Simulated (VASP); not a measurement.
# Fe (Im-3m) in VASP: further runs

Aim: see how the results for Fe move with the level of theory and the settings. Levels: RPBE+D4, BLYP+D4. Tasks: single point.

Program: VASP 6.6.1. These are calculated values, not measurements. Logs are shortened: lines on timing, memory, paths and dates and some standing lists are left out, and cuts for length are marked.

## Step 1: The cell of the first run

The structure is cubic, space group Im-3m (No. 229). The conventional cell has a = 2.811 Å, b = 2.811 Å, c = 2.811 Å, α = 90.00°, β = 90.00°, γ = 90.00°. Within 3.2 Å of Fe (site symmetry m-3m) lie 14 Fe at 2.43 to 2.81 Å.

## Step 2: Single point, RPBE+D4, collinear spin, ferromagnetic start

INCAR reads:

```
SYSTEM = Fe
  ALGO = Normal
  EDIFF = 1E-6
  ENCUT = 520
  GGA = RP
  ISIF = 2
  ISMEAR = -1
  ISPIN = 2
  IVDW = 13
  LASPH = .TRUE.
  LCHARG = .FALSE.
  LMAXMIX = 4
  LORBIT = 11
  LREAL = .FALSE.
  LWAVE = .FALSE.
  MAGMOM = 3
  NBANDS = 14
  NELM = 150
  PREC = Accurate
  SIGMA = 0.05
```

KPOINTS reads:

```
k-points
0
G
  13 13 13
  0 0 0
```

POSCAR reads:

```
Fe
1.0
   -1.4056837548      1.4056837548      1.4056837548
    1.4056837548     -1.4056837548      1.4056837548
    1.4056837548      1.4056837548     -1.4056837548
Fe
1
Direct
    0.0000000000      0.0000000000      0.0000000000
```

Potentials or basis: VASP PAW PBE potentials, release 64 (Fe).

Launch:

```bash
$ cat potpaw_PBE.64/Fe/POTCAR > POTCAR
$ mpirun -np 1 vasp_std > vasp.out
```

OUTCAR:

```text
SYSTEM = Fe
   EDIFF = 1E-6
   ENCUT = 520
   GGA = RP
   ISIF = 2
   ISMEAR = -1
   ISPIN = 2
   IVDW = 13
   LASPH = .TRUE.
   LORBIT = 11
   LREAL = .FALSE.
   NELM = 150
   PREC = Accurate

 ion  position               nearest neighbor table
   1  0.000  0.000  0.000-

  LATTYP: Found a body centered cubic cell.
 ALAT       =     2.8113675096

  Lattice vectors:

 A1 = (  -1.4056837548,   1.4056837548,   1.4056837548)
 A2 = (   1.4056837548,  -1.4056837548,   1.4056837548)
 A3 = (   1.4056837548,   1.4056837548,  -1.4056837548)

Analysis of symmetry for initial positions (statically):
=====================================================================
 Subroutine PRICEL returns:
 Original cell was already a primitive cell.

 Routine SETGRP: Setting up the symmetry group for a
 body centered cubic supercell.

 Subroutine GETGRP returns: Found 48 space group operations
 (whereof 48 operations were pure point group operations)
 out of a pool of 48 trial point group operations.

The static configuration has the point symmetry O_h .

Analysis of symmetry for dynamics (positions and initial velocities):
=====================================================================
 Subroutine PRICEL returns:
 Original cell was already a primitive cell.

 Routine SETGRP: Setting up the symmetry group for a
 body centered cubic supercell.

 Subroutine GETGRP returns: Found 48 space group operations
 (whereof 48 operations were pure point group operations)
 out of a pool of 48 trial point group operations.

The dynamic configuration has the point symmetry O_h .

Analysis of structural, dynamic, and magnetic symmetry:
=====================================================================
 Subroutine PRICEL returns:
 Original cell was already a primitive cell.

 Routine SETGRP: Setting up the symmetry group for a
 body centered cubic supercell.

 Subroutine GETGRP returns: Found 48 space group operations
 (whereof 48 operations were pure point group operations)
 out of a pool of 48 trial point group operations.

The overall configuration has the point symmetry O_h .

 Subroutine INISYM returns: Found 48 space group operations
 (whereof 48 operations are pure point group operations),
 and found     1 'primitive' translations

----------------------------------------------------------------------------------------

                                     Primitive cell

  volume of cell :      11.1102

  direct lattice vectors                    reciprocal lattice vectors
    -1.405683755  1.405683755  1.405683755     0.000000000  0.355698782  0.355698782
     1.405683755 -1.405683755  1.405683755     0.355698782  0.000000000  0.355698782
     1.405683755  1.405683755 -1.405683755     0.355698782  0.355698782  0.000000000

  length of vectors
     2.434715683  2.434715683  2.434715683     0.503034042  0.503034042  0.503034042

  position of ions in fractional coordinates (direct lattice)
     0.000000000  0.000000000  0.000000000

  ion indices of the primitive-cell ions
   primitive index   ion index
                 1           1

----------------------------------------------------------------------------------------

 KPOINTS: k-points

Automatic generation of k-mesh.
 Grid dimensions read from file:
 generate k-points for:   13   13   13

 Generating k-lattice:

  Cartesian coordinates                     Fractional coordinates (reciprocal lattice)
     0.000000000  0.027361445  0.027361445     0.076923077  0.000000000  0.000000000
     0.027361445  0.000000000  0.027361445     0.000000000  0.076923077  0.000000000
     0.027361445  0.027361445  0.000000000     0.000000000  0.000000000  0.076923077

  Length of vectors
     0.038694926  0.038694926  0.038694926

  Shift w.r.t. Gamma in fractional coordinates (k-lattice)
     0.000000000  0.000000000  0.000000000

 Subroutine IBZKPT returns following result:
 ===========================================

 Found     84 irreducible k-points:

 Following reciprocal coordinates:
            Coordinates               Weight
  0.000000  0.000000  0.000000      1.000000
  0.076923  0.000000  0.000000     12.000000
  0.153846  0.000000  0.000000     12.000000
  0.230769  0.000000  0.000000     12.000000
  0.307692  0.000000  0.000000     12.000000
  0.384615  0.000000  0.000000     12.000000
[... 16 lines left out ...]
  0.153846  0.076923  0.076923     24.000000
  0.230769  0.076923  0.076923     24.000000
 [... further k-points ...]
   k-points           NKPTS =     84   k-points in BZ     NKDIM =     84   number of bands    NBANDS=     14
   number of dos      NEDOS =    301   number of ions     NIONS =      1
   total plane-waves  NPLWV =   5832
   dimension x,y,z NGX =    18 NGY =   18 NGZ =   18
   dimension x,y,z NGXF=    36 NGYF=   36 NGZF=   36
   ions per type =               1
   NGX,Y,Z   is equivalent  to a cutoff of  12.29, 12.29, 12.29 a.u.
   NGXF,Y,Z  is equivalent  to a cutoff of  24.58, 24.58, 24.58 a.u.
 SYSTEM =  Fe
   PREC   = accura    normal or accurate (medium, high low for compatibility)
   ISTART =      0    job   : 0-new  1-cont  2-samecut
   ICHARG =      2    charge: 1-file 2-atom 10-const
   ISPIN  =      2    spin polarized calculation?
   LNONCOLLINEAR =      F non collinear calculations
   LSORBIT =      F    spin-orbit coupling
   LASPH  =      T    aspherical Exc in radial PAW
   ENCUT  =  520.0 eV  38.22 Ry    6.18 a.u.   4.53  4.53  4.53*2*pi/ulx,y,z
   NELM   =    150;   NELMIN=  2; NELMDL= -5     # of ELM steps
   EDIFF  = 0.1E-05   stopping-criterion for ELM
   LREAL  =      F    real-space projection
   EDIFFG = 0.1E-04   stopping-criterion for IOM
   NSW    =      0    number of steps for IOM
   IBRION =     -1    ionic relax: 0-MD 1-quasi-New 2-CG
   NFREE  =      0    steps in history (QN), initial steepest desc. (CG)
   ISIF   =      2    stress and relaxation
   ISYM   =      2    0-nonsym 1-usesym 2-fastsym
   POTIM  = 0.5000    time-step for ionic-motion
   TEBEG  =    0.0;   TEEND  =   0.0 temperature during run
   PSTRESS=    0.0 pullay stress
   NELECT =       8.0000    total number of electrons
   NUPDOWN=      -1.0000    fix difference up-down
   EMIN   =  10.00;   EMAX   =-10.00  energy-range for DOS
   EFERMI =   0.00;   METHOD = LEGACY
   ISMEAR =    -1;   SIGMA  =   0.05  broadening in eV -4-tet -1-fermi 0-gaus
   EFERMI_NEDOS =   21; number of points for ismear=-14 and -15
   IALGO  =     38    algorithm
   IMIX   =      4    mixing-type and parameters
     AMIX     =   0.40;   BMIX     =  1.00
     AMIX_MAG =   1.60;   BMIX_MAG =  1.00
  volume/ion in A,a.u.               =      11.11        74.98
  Fermi-wavevector in a.u.,A,eV,Ry     =   1.467339  2.772869 29.294493  2.153084
  Thomas-Fermi vector in A             =   2.582969
   LORBIT       =     11    0 simple, 1 ext, 2 COOP (PROOUT), +10 PAW based schemes
   GGA     = RP    functional components
   LHFCALC =     F    Hartree Fock is set to
   AEXX    =    0.0000 exact exchange contribution
   IVDW    =    13    specifies the selected vdW correction
   LEPSILON=     F    determine dielectric tensor
   LRPA    =     F    only Hartree local field effects (RPA)
 spin polarized calculation
  energy-cutoff  :      520.00
  volume of cell :       11.11
 maximum number of plane-waves:       321
 NGX is ok and might be reduce to    18
   NGX =  9   NGY =  9   NGZ =  9

 number of electron       8.0000007 magnetization       2.1255350

 Free energy of the ion-electron system (eV)
  ---------------------------------------------------
  ext. energy  EPLUGINS =         0.00000000
  ---------------------------------------------------
  free energy    TOTEN  =        -7.74181055 eV

  energy without entropy =       -7.73312793  energy(sigma->0) =       -7.73746924

 E-fermi :   6.1889     XC(G=0): -13.1560

 val. band max:        6.1884921860   @ k =  -0.3846   0.4615   0.1538
 cond. band min:       6.2003530766   @ k =   0.3846   0.0000   0.0000
 fundamental gap:      0.0118608907
 Fermi energy:         6.1888921812

 spin component 1

 k-point     1 :       0.0000    0.0000    0.0000
  band No.  band energies     occupation
      1      -2.3487      1.00000
      2       3.8418      1.00000
      3       3.8418      1.00000
      4       3.8418      1.00000
      5       5.0634      1.00000
      6       5.0634      1.00000
      7      31.4199      0.00000
      8      31.4199      0.00000
      9      31.4199      0.00000
     10      36.6515      0.00000
     11      36.6515      0.00000
     12      39.1425      0.00000
     13      39.1425      0.00000
     14      39.1425      0.00000

 k-point     2 :       0.0769    0.0000    0.0000
  band No.  band energies     occupation
      1      -2.1000      1.00000
      2       3.7731      1.00000
      3       3.8350      1.00000
      4       3.9769      1.00000
      5       4.9974      1.00000
      6       5.0691      1.00000
      7      29.9040      0.00000
      8      31.0500      0.00000
      9      31.2660      0.00000
     10      35.9053      0.00000
     11      36.5605      0.00000
     12      36.7489      0.00000
     13      37.8195      0.00000
     14      39.7844      0.00000
[... 343 lines left out ...]
      1       0.0873      1.00000
      2       3.2354      1.00000
      3       3.3312      1.00000
      4       4.9639      1.00000
      5       5.0964      1.00000
      6       5.4826      1.00000
      7      23.3388      0.00000
      8      25.1189      0.00000
      9      27.8156      0.00000
     10      33.3313      0.00000
     11      38.1925      0.00000
     12      38.3194      0.00000
     13      40.6247      0.00000
     14      41.8019      0.00000

 k-point    24 :       0.2308    0.0769    0.0769
  band No.  band energies     occupation
      1       1.0854      1.00000
      2       2.9850      1.00000
      3       3.4040      1.00000
      4       5.0279      1.00000
      5       5.1764      1.00000
      6       6.3597      0.03179
      7      19.8625      0.00000
      8      23.9007      0.00000
      9      26.0304      0.00000
     10      33.2681      0.00000
     11      37.5968      0.00000
     12      39.7447      0.00000
     13      41.6950      0.00000
     14      45.2073      0.00000

 [... further k-points ...]

 spin component 2

 k-point     1 :       0.0000    0.0000    0.0000
  band No.  band energies     occupation
      1      -2.2380      1.00000
      2       5.7149      0.99992
      3       5.7151      0.99992
      4       5.7151      0.99992
      5       7.8703      0.00000
      6       7.8705      0.00000
      7      31.0880      0.00000
      8      31.0880      0.00000
      9      31.0880      0.00000
     10      36.7892      0.00000
     11      36.7892      0.00000
     12      39.7115      0.00000
     13      39.7115      0.00000
     14      39.7115      0.00000

 k-point     2 :       0.0769    0.0000    0.0000
  band No.  band energies     occupation
      1      -1.9880      1.00000
      2       5.6324      0.99999
      3       5.6991      0.99994
      4       5.8619      0.99856
      5       7.7811      0.00000
      6       7.8766      0.00000
      7      29.8048      0.00000
      8      30.7986      0.00000
      9      31.0207      0.00000
     10      36.1563      0.00000
     11      37.3565      0.00000
     12      37.3996      0.00000
     13      38.0298      0.00000
     14      40.2813      0.00000
[... 343 lines left out ...]
      1       0.2716      1.00000
      2       4.9866      1.00000
      3       5.0844      1.00000
      4       7.4335      0.00000
      5       7.6497      0.00000
      6       7.8827      0.00000
      7      23.8149      0.00000
      8      25.4263      0.00000
      9      28.5371      0.00000
     10      33.0936      0.00000
     11      38.5529      0.00000
     12      38.7017      0.00000
     13      40.9624      0.00000
     14      42.3216      0.00000

 k-point    24 :       0.2308    0.0769    0.0769
  band No.  band energies     occupation
      1       1.5026      1.00000
      2       4.6795      1.00000
      3       4.9402      1.00000
      4       7.6604      0.00000
      5       7.9997      0.00000
      6       8.2801      0.00000
      7      20.5593      0.00000
      8      24.2207      0.00000
      9      26.6861      0.00000
     10      33.2091      0.00000
     11      38.1057      0.00000
     12      39.9201      0.00000
     13      41.9383      0.00000
     14      45.6695      0.00000

 [... further k-points ...]

------------------------ aborting loop because EDIFF is reached ----------------------------------------

  DFT-D4 for vdW energy calculation

  Edisp (eV):   -0.69202

  FORCE on cell =-STRESS in cart. coord.  units (eV):
  Direction    XX          YY          ZZ          XY          YZ          ZX
  --------------------------------------------------------------------------------------
  -------------------------------------------------------------------------------------
  Total      -0.02302    -0.02302    -0.02302     0.00000    -0.00000    -0.00000
  in kB      -3.31993    -3.31993    -3.31993     0.00000    -0.00000    -0.00000
  external pressure =       -3.32 kB  Pullay stress =        0.00 kB

 VOLUME and BASIS-vectors are now :
 -----------------------------------------------------------------------------
  energy-cutoff  :      520.00
  volume of cell :       11.11
      direct lattice vectors                 reciprocal lattice vectors
    -1.405683755  1.405683755  1.405683755     0.000000000  0.355698782  0.355698782
     1.405683755 -1.405683755  1.405683755     0.355698782  0.000000000  0.355698782
     1.405683755  1.405683755 -1.405683755     0.355698782  0.355698782  0.000000000

 POSITION                                       TOTAL-FORCE (eV/Angst)
 -----------------------------------------------------------------------------------
      0.00000      0.00000      0.00000         0.000000     -0.000000     -0.000000
 -----------------------------------------------------------------------------------
    total drift:                                0.000000     -0.000000      0.000000

  FREE ENERGIE OF THE ION-ELECTRON SYSTEM (eV)
  ---------------------------------------------------
  free  energy   TOTEN  =        -8.4338316570 eV

  energy  without entropy=       -8.4251490425  energy(sigma->0) =       -8.42949035

 total charge

# of ion       s       p       d       tot
------------------------------------------
    1        0.496   0.562   6.252   7.310

 magnetization (x)

# of ion       s       p       d       tot
------------------------------------------
    1       -0.015  -0.063   2.202   2.124
```

Wall time 40 s (1 thread of AMD EPYC 7R13, shared host); peak memory 0.11 GiB.

What came out:

| Quantity | Value |
| --- | --- |
| Free energy | -8.4338 eV |
| Pressure | -0.3 GPa |
| Net moment | 2.13 μB per cell |
| Site moments | Fe +2.12 μB |
| Valence electrons inside the program's atomic spheres | Fe 7.31 |
| Dispersion energy per atom | -0.692 eV |

Caveat: the PAW data sets were made with another functional, which shifts forces and pressure a little.

[end of part 1 of 2]
